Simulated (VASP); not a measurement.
A run of VASP 6.6.1:

Contents of POSCAR:

```
MoS2
1.0
    1.5814998900      0.9130793900      6.1233282100
   -1.5814998900      0.9130793900      6.1233282100
    0.0000000000     -1.8261587800      6.1233282100
Mo S
1 2
Direct
    0.0000000000      0.0000000000      0.0000000000
    0.7484000000      0.7484000000      0.7484000000
    0.5849000000      0.5849000000      0.5849000000
```

File INCAR.step1:

```
SYSTEM = MoS2
  PREC = Accurate
  ENCUT = 550
  ISMEAR = 0
  SIGMA = 0.05
  LREAL = .False.
  LASPH = .True.
  NELM = 200
  ISPIN = 2
  MAGMOM = 0 0 0
  LMAXMIX = 4
  LDAU = .True.
  LDAUTYPE = 2
  LDAUL = 2 -1
  LDAUU = 3 0
  LDAUJ = 0 0
  NBANDS = 24
  GGA = PE
  ALGO = Normal
  EDIFF = 1E-5
  LWAVE = .True.
  LCHARG = .False.
  GGA_COMPAT = .False.
```

INCAR.step2

```
SYSTEM = MoS2
  PREC = Accurate
  ENCUT = 550
  EDIFF = 1E-6
  ISMEAR = 0
  SIGMA = 0.05
  LREAL = .False.
  LASPH = .True.
  NELM = 200
  ALGO = Normal
  ISIF = 2
  LWAVE = .False.
  LCHARG = .False.
  ISPIN = 2
  MAGMOM = 0 0 0
  LORBIT = 11
  LMAXMIX = 4
  LDAU = .True.
  LDAUTYPE = 2
  LDAUL = 2 -1
  LDAUU = 3 0
  LDAUJ = 0 0
  LDAUPRINT = 1
  METAGGA = R2SCAN
  LMIXTAU = .True.
  NBANDS = 24
  ISTART = 1
  GGA_COMPAT = .False.
```

Contents of KPOINTS:

```
Automatic mesh
0
Gamma
  7 7 7
  0 0 0
```

Potentials or basis: VASP PAW PBE potentials, release 64 (Mo_sv, S).

Run with:

```bash
$ cat potpaw_PBE.64/Mo_sv/POTCAR potpaw_PBE.64/S/POTCAR > POTCAR
$ cp INCAR.step1 INCAR
$ mpirun -np 1 vasp_std > vasp.out
$ cp INCAR.step2 INCAR
$ mpirun -np 1 vasp_std > vasp.out
```

Hardware: 1 thread of Intel Xeon 8259CL, with other jobs on the host.

Problem. How long does it take, and how much memory?

Solution. Run time: 53 min on 1 thread of Intel Xeon 8259CL, on a shared host, peak memory 0.54 GiB. Counts: k points 44.
